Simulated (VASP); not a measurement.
Here is a VASP 6.6.1 calculation.

The input INCAR:

```
SYSTEM = Ti9Ni7
PREC = Accurate
ENCUT = 400
EDIFF = 1E-6
ISMEAR = -1
SIGMA = 0.1663
LREAL = Auto
LASPH = .TRUE.
NELM = 120
ALGO = Normal
ISIF = 2
LWAVE = .FALSE.
LCHARG = .FALSE.
GGA = PE
NBANDS = 103
ISYM = -1
GGA_COMPAT = .FALSE.
```

KPOINTS

```
explicit points
1
Reciprocal
  0.25000000   0.25000000   0.25000000 1
```

File POSCAR:

```
Ti9Ni7
1.0
    6.1173580000      0.0376560000      0.0215690000
    0.0376560000      6.2512350000      0.3066880000
    0.0215690000      0.3066880000      6.5379140000
Ti Ni
9 7
Direct
    0.7580564724      0.4646757708      0.2628931793
    0.5066013410      0.5361724232      0.6899311413
    0.2195234622      0.9264046841      0.6627427187
    0.8192965374      0.9075637687      0.3687955632
    0.3715138361      0.1516980893      0.9869961328
    0.6850261429      0.0861623832      0.6484451619
    0.5466649549      0.7970236072      1.0036646869
    0.8835688737      0.5407157934      0.7757748508
    0.9676788363      0.8017382880      1.0623520932
    0.0759387275      0.2092637288      0.2847411886
    0.4654511209      0.2948425786      0.3515355210
    1.1173888255      0.5895373849      0.4305674561
    0.3416315368      0.8680949336      0.2957764587
    0.0398716457      0.2023589431      0.7328499501
    0.2962142024      0.5264830795      0.0322422279
    0.7613938848      0.1571906298      0.0519661188
```

Potentials or basis: VASP PAW PBE potentials, release 64 (Ti_sv, Ni).

Run with:

```bash
$ cat potpaw_PBE.64/Ti_sv/POTCAR potpaw_PBE.64/Ni/POTCAR > POTCAR
$ mpirun -np 1 vasp_std > vasp.out
```

**Question.** Predict the pressure.

**Answer.** -2.8 GPa.

**Question.** Estimate the largest force.

**Answer.** 2.940 eV/Å.

Stress tensor (GPa, compression positive):
```
-0.81 -0.09 -0.72
-0.09 -0.56  5.11
-0.72  5.11 -6.96
```

Caveat: the atoms stand as in a frame of molecular dynamics. Spin polarisation is off, so any magnetic state and its effect on volume and gap are missing.
